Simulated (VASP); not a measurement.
# TiC (Fm-3m) in VASP: settings compared, part 2 of 2

VASP 6.6.1. Earlier steps stand in the parts before.

### Step 4. Electric field gradients, r2SCAN

Input file POSCAR:

```
TiC
1.0
    0.0000000000      2.1640000000      2.1640000000
    2.1640000000      0.0000000000      2.1640000000
    2.1640000000      2.1640000000      0.0000000000
Ti C
1 1
Direct
    0.0000000000      0.0000000000      0.0000000000
    0.5000000000      0.5000000000      0.5000000000
```

Input file INCAR.step1:

```
  ALGO = Normal
  EDIFF = 1E-4
  ENCUT = 520
  GGA = PE
  ISMEAR = -1
  LASPH = T
  LCHARG = F
  LREAL = F
  LWAVE = T
  NBANDS = 15
  NELM = 80
  PREC = Accurate
  SIGMA = 0.03
```

Input file INCAR.step2:

```
  ALGO = Normal
  EDIFF = 1E-8
  ENCUT = 520
  ISIF = 2
  ISMEAR = -1
  ISTART = 1
  LASPH = T
  LCHARG = F
  LEFG = T
  LMIXTAU = T
  LREAL = F
  LWAVE = F
  METAGGA = R2SCAN
  NBANDS = 15
  NELM = 80
  PREC = Accurate
  SIGMA = 0.03
```

Input file KPOINTS:

```
k-points
0
Gamma
  16 16 16
```

Potentials or basis: VASP PAW PBE potentials, release 64 (Ti_sv, C).

Run with:

```
$ cat potpaw_PBE.64/Ti_sv/POTCAR potpaw_PBE.64/C/POTCAR > POTCAR
$ cp INCAR.step1 INCAR
$ mpirun -np 1 vasp_std > vasp.out
$ cp INCAR.step2 INCAR
$ mpirun -np 1 vasp_std > vasp.out
```

OUTCAR:

```text
EDIFF = 1E-8
   ENCUT = 520
   ISIF = 2
   ISMEAR = -1
   ISTART = 1
   LASPH = T
   LREAL = F
   METAGGA = R2SCAN
   NELM = 80
   PREC = Accurate

 ion  position               nearest neighbor table
   1  0.000  0.000  0.000-   2 2.16   2 2.16   2 2.16   2 2.16   2 2.16   2 2.16
   2  0.500  0.500  0.500-   1 2.16   1 2.16   1 2.16   1 2.16   1 2.16   1 2.16

  LATTYP: Found a face centered cubic cell.
 ALAT       =     4.3280000000

  Lattice vectors:

 A1 = (   0.0000000000,   2.1640000000,   2.1640000000)
 A2 = (   2.1640000000,   0.0000000000,   2.1640000000)
 A3 = (   2.1640000000,   2.1640000000,   0.0000000000)

Analysis of symmetry for initial positions (statically):
=====================================================================
 Subroutine PRICEL returns:
 Original cell was already a primitive cell.

 Routine SETGRP: Setting up the symmetry group for a
 face centered cubic supercell.

 Subroutine GETGRP returns: Found 48 space group operations
 (whereof 48 operations were pure point group operations)
 out of a pool of 48 trial point group operations.

The static configuration has the point symmetry O_h .

Analysis of symmetry for dynamics (positions and initial velocities):
=====================================================================
 Subroutine PRICEL returns:
 Original cell was already a primitive cell.

 Routine SETGRP: Setting up the symmetry group for a
 face centered cubic supercell.

 Subroutine GETGRP returns: Found 48 space group operations
 (whereof 48 operations were pure point group operations)
 out of a pool of 48 trial point group operations.

The dynamic configuration has the point symmetry O_h .

 Subroutine INISYM returns: Found 48 space group operations
[... 166 lines left out ...]
     14      20.7497      0.00000
[... 401 lines left out ...]
      2     -24.4790      2.00000
      3     -24.4437      2.00000
      4     -24.4312      2.00000
      5      -3.4603      2.00000
      6       9.2696      1.99946
      7       9.3849      1.97521
      8       9.5566      0.41380
      9      10.4983      0.00000
     10      10.9966      0.00000
     11      11.8809      0.00000
     12      12.4356      0.00000
     13      13.3210      0.00000
     14      21.1862      0.00000
     15      24.3806      0.00000

 [... further k-points ...]
[... 5 lines left out ...]
  --------------------------------------------------------------------------------------
  -------------------------------------------------------------------------------------
  Total        0.1179229      0.1179229      0.1179229      0.0000000      0.0000000     -0.0000000
  in kB        9.3219580      9.3219580      9.3219580      0.0000000      0.0000000     -0.0000000
  external PRESSURE =       9.3219580 kB  Pullay stress =       0.0000000 kB

 VOLUME and BASIS-vectors are now :
 -----------------------------------------------------------------------------
  energy-cutoff  :      520.00
  volume of cell :       20.27
      direct lattice vectors                 reciprocal lattice vectors
     0.000000000  2.164000000  2.164000000    -0.231053604  0.231053604  0.231053604
     2.164000000  0.000000000  2.164000000     0.231053604 -0.231053604  0.231053604
     2.164000000  2.164000000  0.000000000     0.231053604  0.231053604 -0.231053604

 POSITION                                       TOTAL-FORCE (eV/Angst)
 -----------------------------------------------------------------------------------
      0.00000      0.00000      0.00000        -0.000000     -0.000000     -0.000000
      2.16400      2.16400      2.16400         0.000000      0.000000      0.000000
 -----------------------------------------------------------------------------------
    total drift:                                0.000000     -0.000000     -0.000000

  FREE ENERGIE OF THE ION-ELECTRON SYSTEM (eV)
  ---------------------------------------------------
  free  energy   TOTEN  =       -24.8683761361 eV

  energy  without entropy=      -24.8670485345  energy(sigma->0) =      -24.86771234

 Electric field gradients (V/A^2)
---------------------------------------------------------------------
 ion       V_xx      V_yy      V_zz      V_xy      V_xz      V_yz
---------------------------------------------------------------------
   1      -0.000    -0.000    -0.000     0.000     0.000     0.000
   2       0.000    -0.000    -0.000     0.000     0.000     0.000
---------------------------------------------------------------------

 Electric field gradients after diagonalization (V/A^2)
 (convention: |V_zz| > |V_xx| > |V_yy|)
----------------------------------------------------------------------
 ion       V_xx      V_yy      V_zz     asymmetry (V_yy - V_xx)/ V_zz
----------------------------------------------------------------------
   1      -0.000    -0.000     0.001       0.000
   2      -0.000    -0.000     0.000       0.000
----------------------------------------------------------------------

           NMR quadrupolar parameters

 Cq : quadrupolar parameter    Cq=e*Q*V_zz/h
 eta: asymmetry parameters     (V_yy - V_xx)/ V_zz
 Q  : nuclear electric quadrupole moment in mb (millibarn)
----------------------------------------------------------------------
 ion       Cq(MHz)       eta       Q (mb)
----------------------------------------------------------------------
   1       0.000       0.000       1.000
   2       0.000       0.000       1.000
----------------------------------------------------------------------
```

Wall time 1.8 min (1 thread of Intel Xeon Platinum 8488C (Sapphire Rapids), shared host); peak memory 0.17 GiB.

What came out:

```
Free energy                             : -24.8684 eV
Pressure                                : 0.9 GPa
Band gap on the k mesh                  : zero (bands 8 and 9 overlap by 1.32 eV)
Largest electric field gradient by atom : under 0.05 V/Å² on every atom
```

Caveat: the PAW data sets were made with another functional, which shifts forces and pressure a little.

### Step 5. Summary

| level | potentials or basis | gap on the mesh (eV) | pressure (GPa) |
| --- | --- | --- | --- |
| LDA | VASP PAW LDA potentials, release 64 (Ti_sv, C) | none | -11.4 |
| PBEsol | VASP PAW PBE potentials, release 64 (Ti_sv, C) | none | -5.9 |
| r2SCAN | VASP PAW PBE potentials, release 64 (Ti_sv, C) | none | 0.9 |

Alike in all rows: task electric field gradients; no spin polarisation; cell as given; k mesh 16 × 16 × 16; cutoff (eV) 520; smearing fermi-dirac 0.03 eV.

Caveats: the cell stands under tension (at least some runs); the PAW data sets were made with another functional, which shifts forces and pressure a little (at least some runs).

Absolute energies hang on the potentials; compare differences alone.
